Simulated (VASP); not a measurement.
# Zr4Sb (P4/nbm) in VASP: single point with PBE

Aim: the single point of Zr4Sb with PBE.

All numbers are computed with VASP 6.6.1; they aren't measurements. Logs are shortened: lines on timing, memory, paths and dates and some standing lists are left out, and cuts for length are marked.

### Step 1. The cell of the first run

It takes space group P4/nbm (No. 125, tetragonal). Conventional cell: a = 6.403 Å, b = 6.403 Å, c = 5.605 Å, α = 90.00°, β = 90.00°, γ = 90.00°. Within 3.7 Å of Zr (site symmetry m) lie 11 Zr at 2.75 to 3.61 Å and 2 Sb at 2.87 Å. Within 3.8 Å of Sb (site symmetry 422) lie 8 Zr at 2.87 Å.

### Step 2. Single point, PBE (22.98 Å³/atom)

The input, INCAR:

```
SYSTEM = Zr4Sb
ALGO = Fast
EDIFF = 1E-6
ENCUT = 520
GGA = PE
ISIF = 2
ISMEAR = 0
LASPH = .TRUE.
LCHARG = .FALSE.
LREAL = .FALSE.
LWAVE = .FALSE.
NBANDS = 64
NELM = 100
PREC = Accurate
SIGMA = 0.1
```

The input, KPOINTS:

```
k-points
0
G
  6 6 6
  0 0 0
```

The input, POSCAR:

```
Zr4Sb
1.0
    6.4029389916      0.0000000000      0.0000000000
    0.0000000000      6.4029389916      0.0000000000
    0.0000000000      0.0000000000      5.6046452261
Zr Sb
8 2
Direct
    0.6519518605      0.8480481395      0.2708849628
    0.8480481395      0.3480481395      0.2708849628
    0.1519518605      0.3480481395      0.7291150372
    0.8480481395      0.6519518605      0.7291150372
    0.6519518605      0.1519518605      0.7291150372
    0.3480481395      0.8480481395      0.7291150372
    0.3480481395      0.1519518605      0.2708849628
    0.1519518605      0.6519518605      0.2708849628
    0.5000000000      0.5000000000      0.0000000000
    0.0000000000      0.0000000000      0.0000000000
```

Potentials or basis: VASP PAW PBE potentials, release 64 (Zr_sv, Sb).

Started as:

```sh
cat potpaw_PBE.64/Zr_sv/POTCAR potpaw_PBE.64/Sb/POTCAR > POTCAR
mpirun -np 1 vasp_std > vasp.out
```

OUTCAR:

```text
SYSTEM = Zr4Sb
   EDIFF = 1E-6
   ENCUT = 520
   GGA = PE
   ISIF = 2
   ISMEAR = 0
   LASPH = .TRUE.
   LREAL = .FALSE.
   NELM = 100
   PREC = Accurate

 ion  position               nearest neighbor table
   1  0.652  0.848  0.271-   7 2.75   9 2.87  10 2.87   4 3.12   6 3.22   5 3.22   2 3.44   8 3.44
                             2 3.44   8 3.44   4 3.52   5 3.61   6 3.61
   2  0.848  0.348  0.271-   8 2.75   9 2.87  10 2.87   5 3.12   3 3.22   4 3.22   7 3.44   1 3.44
                             1 3.44   7 3.44   5 3.52   4 3.61   3 3.61
   3  0.152  0.348  0.729-   4 2.75   9 2.87  10 2.87   7 3.12   2 3.22   8 3.22   5 3.44   6 3.44
                             6 3.44   5 3.44   7 3.52   2 3.61   8 3.61
   4  0.848  0.652  0.729-   3 2.75   9 2.87  10 2.87   1 3.12   2 3.22   8 3.22   6 3.44   5 3.44
                             5 3.44   6 3.44   1 3.52   2 3.61   8 3.61
   5  0.652  0.152  0.729-   6 2.75   9 2.87  10 2.87   2 3.12   1 3.22   7 3.22   3 3.44   4 3.44
                             4 3.44   3 3.44   2 3.52   1 3.61   7 3.61
   6  0.348  0.848  0.729-   5 2.75   9 2.87  10 2.87   8 3.12   7 3.22   1 3.22   4 3.44   3 3.44
                             3 3.44   4 3.44   8 3.52   7 3.61   1 3.61
   7  0.348  0.152  0.271-   1 2.75   9 2.87  10 2.87   3 3.12   5 3.22   6 3.22   2 3.44   8 3.44
                             8 3.44   2 3.44   3 3.52   5 3.61   6 3.61
   8  0.152  0.652  0.271-   2 2.75   9 2.87  10 2.87   6 3.12   4 3.22   3 3.22   1 3.44   7 3.44
                             7 3.44   1 3.44   6 3.52   4 3.61   3 3.61
   9  0.500  0.500  0.000-   1 2.87   2 2.87   3 2.87   4 2.87   5 2.87   6 2.87   7 2.87   8 2.87

  10  0.000  0.000  0.000-   1 2.87   2 2.87   3 2.87   4 2.87   5 2.87   6 2.87   7 2.87   8 2.87

  LATTYP: Found a simple tetragonal cell.
 ALAT       =     6.4029389916
 C/A-ratio  =     0.8753238526

  Lattice vectors:

 A1 = (   6.4029389916,   0.0000000000,   0.0000000000)
 A2 = (   0.0000000000,   6.4029389916,   0.0000000000)
 A3 = (   0.0000000000,   0.0000000000,   5.6046452261)

Analysis of symmetry for initial positions (statically):
=====================================================================
 Subroutine PRICEL returns:
 Original cell was already a primitive cell.

 Routine SETGRP: Setting up the symmetry group for a
 simple tetragonal supercell.

 Subroutine GETGRP returns: Found 16 space group operations
 (whereof  8 operations were pure point group operations)
 out of a pool of 16 trial point group operations.

The static configuration has the point symmetry D_4 .
 The point group associated with its full space group is D_4h.

Analysis of symmetry for dynamics (positions and initial velocities):
=====================================================================
 Subroutine PRICEL returns:
 Original cell was already a primitive cell.

 Routine SETGRP: Setting up the symmetry group for a
 simple tetragonal supercell.

 Subroutine GETGRP returns: Found 16 space group operations
 (whereof  8 operations were pure point group operations)
 out of a pool of 16 trial point group operations.

The dynamic configuration has the point symmetry D_4 .
 The point group associated with its full space group is D_4h.

 Subroutine INISYM returns: Found 16 space group operations
 (whereof  8 operations are pure point group operations),
 and found     1 'primitive' translations

----------------------------------------------------------------------------------------

                                     Primitive cell

  volume of cell :     229.7772

  direct lattice vectors                    reciprocal lattice vectors
     6.402938992  0.000000000  0.000000000     0.156178280  0.000000000  0.000000000
     0.000000000  6.402938992  0.000000000     0.000000000  0.156178280  0.000000000
     0.000000000  0.000000000  5.604645226     0.000000000  0.000000000  0.178423426

  length of vectors
     6.402938992  6.402938992  5.604645226     0.156178280  0.156178280  0.178423426

  position of ions in fractional coordinates (direct lattice)
     0.651951860  0.848048140  0.270884963
     0.848048140  0.348048140  0.270884963
     0.151951860  0.348048140  0.729115037
     0.848048140  0.651951860  0.729115037
     0.651951860  0.151951860  0.729115037
     0.348048140  0.848048140  0.729115037
     0.348048140  0.151951860  0.270884963
     0.151951860  0.651951860  0.270884963
     0.500000000  0.500000000  0.000000000
     0.000000000  0.000000000  0.000000000

  ion indices of the primitive-cell ions
   primitive index   ion index
                 1           1
                 2           2
                 3           3
                 4           4
                 5           5
                 6           6
                 7           7
                 8           8
                 9           9
                10          10

----------------------------------------------------------------------------------------

 KPOINTS: k-points

Automatic generation of k-mesh.
 Grid dimensions read from file:
 generate k-points for:    6    6    6

 Generating k-lattice:

  Cartesian coordinates                     Fractional coordinates (reciprocal lattice)
     0.026029713  0.000000000  0.000000000     0.166666667  0.000000000  0.000000000
     0.000000000  0.026029713  0.000000000     0.000000000  0.166666667  0.000000000
     0.000000000  0.000000000  0.029737238     0.000000000  0.000000000  0.166666667

  Length of vectors
     0.026029713  0.026029713  0.029737238

  Shift w.r.t. Gamma in fractional coordinates (k-lattice)
     0.000000000  0.000000000  0.000000000

 Subroutine IBZKPT returns following result:
 ===========================================

 Found     40 irreducible k-points:

 Following reciprocal coordinates:
            Coordinates               Weight
  0.000000  0.000000  0.000000      1.000000
  0.166667  0.000000  0.000000      4.000000
  0.333333  0.000000  0.000000      4.000000
  0.500000  0.000000  0.000000      2.000000
  0.166667  0.166667  0.000000      4.000000
  0.333333  0.166667  0.000000      8.000000
[... 16 lines left out ...]
  0.333333  0.000000  0.333333      8.000000
  0.500000  0.000000  0.333333      4.000000
 [... further k-points ...]
   k-points           NKPTS =     40   k-points in BZ     NKDIM =     40   number of bands    NBANDS=     64
   number of dos      NEDOS =    301   number of ions     NIONS =     10
   total plane-waves  NPLWV =  96768
   dimension x,y,z NGX =    48 NGY =   48 NGZ =   42
   dimension x,y,z NGXF=    96 NGYF=   96 NGZF=   84
   ions per type =               8   2
   NGX,Y,Z   is equivalent  to a cutoff of  12.46, 12.46, 12.46 a.u.
   NGXF,Y,Z  is equivalent  to a cutoff of  24.93, 24.93, 24.92 a.u.
 SYSTEM =  Zr4Sb
   PREC   = accura    normal or accurate (medium, high low for compatibility)
   ISTART =      0    job   : 0-new  1-cont  2-samecut
   ICHARG =      2    charge: 1-file 2-atom 10-const
   ISPIN  =      1    spin polarized calculation?
   LNONCOLLINEAR =      F non collinear calculations
   LSORBIT =      F    spin-orbit coupling
   LASPH  =      T    aspherical Exc in radial PAW
   ENCUT  =  520.0 eV  38.22 Ry    6.18 a.u.  11.91 11.91 10.42*2*pi/ulx,y,z
   NELM   =    100;   NELMIN=  2; NELMDL= -5     # of ELM steps
   EDIFF  = 0.1E-05   stopping-criterion for ELM
   LREAL  =      F    real-space projection
   EDIFFG = 0.1E-04   stopping-criterion for IOM
   NSW    =      0    number of steps for IOM
   IBRION =     -1    ionic relax: 0-MD 1-quasi-New 2-CG
   NFREE  =      0    steps in history (QN), initial steepest desc. (CG)
   ISIF   =      2    stress and relaxation
   ISYM   =      2    0-nonsym 1-usesym 2-fastsym
   POTIM  = 0.5000    time-step for ionic-motion
   TEBEG  =    0.0;   TEEND  =   0.0 temperature during run
   PSTRESS=    0.0 pullay stress
   NELECT =     106.0000    total number of electrons
   NUPDOWN=      -1.0000    fix difference up-down
   EMIN   =  10.00;   EMAX   =-10.00  energy-range for DOS
   EFERMI =   0.00;   METHOD = LEGACY
   ISMEAR =     0;   SIGMA  =   0.10  broadening in eV -4-tet -1-fermi 0-gaus
   EFERMI_NEDOS =   21; number of points for ismear=-14 and -15
   IALGO  =     68    algorithm
   IMIX   =      4    mixing-type and parameters
     AMIX     =   0.40;   BMIX     =  1.00
     AMIX_MAG =   1.60;   BMIX_MAG =  1.00
  volume/ion in A,a.u.               =      22.98       155.06
  Fermi-wavevector in a.u.,A,eV,Ry     =   1.264953  2.390415 21.770776  1.600107
  Thomas-Fermi vector in A             =   2.398232
   LORBIT       =      0    0 simple, 1 ext, 2 COOP (PROOUT), +10 PAW based schemes
   GGA     = PE    functional components
   LHFCALC =     F    Hartree Fock is set to
   AEXX    =    0.0000 exact exchange contribution
   IVDW    =     0    specifies the selected vdW correction
   LEPSILON=     F    determine dielectric tensor
   LRPA    =     F    only Hartree local field effects (RPA)
 non-spin polarized calculation
 RMM-DIIS sequential band-by-band and
 Gauss-broadening in eV      SIGMA  =   0.10
  energy-cutoff  :      520.00
  volume of cell :      229.78
 maximum number of plane-waves:      6215
 NGX is ok and might be reduce to    48
   NGX = 23   NGY = 23   NGZ = 21

 number of electron     106.0000002 magnetization

 Free energy of the ion-electron system (eV)
  ---------------------------------------------------
  ext. energy  EPLUGINS =         0.00000000
  ---------------------------------------------------
  free energy    TOTEN  =       -78.29018421 eV

  energy without entropy =      -78.24617544  energy(sigma->0) =      -78.26817982

 E-fermi :   9.1569     XC(G=0): -11.0235

 val. band max:        9.1555354995   @ k =   0.5000   0.3333   0.3333
 cond. band min:       9.1622375527   @ k =   0.3333   0.1667   0.5000
 fundamental gap:      0.0067020532
 Fermi energy:         9.1568817669

 k-point     1 :       0.0000    0.0000    0.0000
  band No.  band energies     occupation
      1     -39.5512      2.00000
      2     -39.4725      2.00000
      3     -39.4582      2.00000
      4     -39.4561      2.00000
      5     -39.3805      2.00000
      6     -39.3805      2.00000
[... 1597 lines left out ...]
     63      11.4326      0.00000
     64      11.4403      0.00000

 [... further k-points ...]

------------------------ aborting loop because EDIFF is reached ----------------------------------------

  FORCE on cell =-STRESS in cart. coord.  units (eV):
  Direction    XX          YY          ZZ          XY          YZ          ZX
  --------------------------------------------------------------------------------------
  -------------------------------------------------------------------------------------
  Total        9.5459389      9.5459389      9.4697911      0.0000000      0.0000000      0.0000000
  in kB       66.5613895     66.5613895     66.0304300      0.0000000      0.0000000      0.0000000
  external PRESSURE =      66.3844030 kB  Pullay stress =       0.0000000 kB

 VOLUME and BASIS-vectors are now :
 -----------------------------------------------------------------------------
  energy-cutoff  :      520.00
  volume of cell :      229.78
      direct lattice vectors                 reciprocal lattice vectors
     6.402938992  0.000000000  0.000000000     0.156178280  0.000000000  0.000000000
     0.000000000  6.402938992  0.000000000     0.000000000  0.156178280  0.000000000
     0.000000000  0.000000000  5.604645226     0.000000000  0.000000000  0.178423426

 POSITION                                       TOTAL-FORCE (eV/Angst)
 -----------------------------------------------------------------------------------
      4.17441      5.43000      1.51821        -0.001791      0.001791      0.006416
      5.43000      2.22853      1.51821         0.001791      0.001791      0.006416
      0.97294      2.22853      4.08643        -0.001791      0.001791     -0.006416
      5.43000      4.17441      4.08643         0.001791     -0.001791     -0.006416
      4.17441      0.97294      4.08643        -0.001791     -0.001791     -0.006416
      2.22853      5.43000      4.08643         0.001791      0.001791     -0.006416
      2.22853      0.97294      1.51821         0.001791     -0.001791      0.006416
      0.97294      4.17441      1.51821        -0.001791     -0.001791      0.006416
      3.20147      3.20147      0.00000        -0.000000      0.000000      0.000000
      0.00000      0.00000      0.00000        -0.000000      0.000000     -0.000000
 -----------------------------------------------------------------------------------
    total drift:                               -0.000000     -0.000000      0.000000

  FREE ENERGIE OF THE ION-ELECTRON SYSTEM (eV)
  ---------------------------------------------------
  free  energy   TOTEN  =       -78.2901842137 eV

  energy  without entropy=      -78.2461754358  energy(sigma->0) =      -78.26817982
```

Run time: 31 min. Hardware: 1 thread of Intel Xeon Platinum 8259CL at 2.50GHz (Skylake/Cascade Lake), shared host; peak memory 0.58 GiB.

Results:

| Quantity | Value |
| --- | --- |
| Free energy | -78.2902 eV |
| Pressure | 6.6 GPa |
| Largest force | 0.007 eV/Å |
| Band gap on the k mesh | zero (bands 53 and 54 overlap by 1.00 eV) |

Forces in eV/Å, atoms in the order of the input:
```
Zr  -0.002  0.002  0.006
Zr   0.002  0.002  0.006
Zr  -0.002  0.002 -0.006
Zr   0.002 -0.002 -0.006
Zr  -0.002 -0.002 -0.006
Zr   0.002  0.002 -0.006
Zr   0.002 -0.002  0.006
Zr  -0.002 -0.002  0.006
Sb   0.000  0.000  0.000
Sb   0.000  0.000  0.000
```

Levels at points of the mesh, in eV from the Fermi level:
| k point | band 51 | band 52 | band 53 | band 54 | band 55 | band 56 |
| --- | --- | --- | --- | --- | --- | --- |
| (0.00, 0.00, 0.00) | -0.71 | -0.57 | -0.24 | 0.05 | 0.10 | 0.10 |
| (0.50, 0.00, 0.00) | -0.60 | -0.60 | 0.29 | 0.29 | 0.52 | 0.52 |
| (0.50, 0.50, 0.00) | -0.78 | -0.78 | 0.76 | 0.76 | 0.87 | 0.87 |
| (0.00, 0.00, 0.50) | -0.34 | -0.25 | 0.17 | 0.22 | 0.22 | 0.56 |
| (0.50, 0.00, 0.50) | -0.42 | -0.42 | -0.07 | -0.07 | 0.30 | 0.30 |
| (0.50, 0.50, 0.50) | -0.67 | -0.67 | -0.25 | -0.25 | -0.19 | -0.19 |

Caveat: the cell stands under pressure; spin-orbit coupling is left out, which moves the levels of the heavy elements.
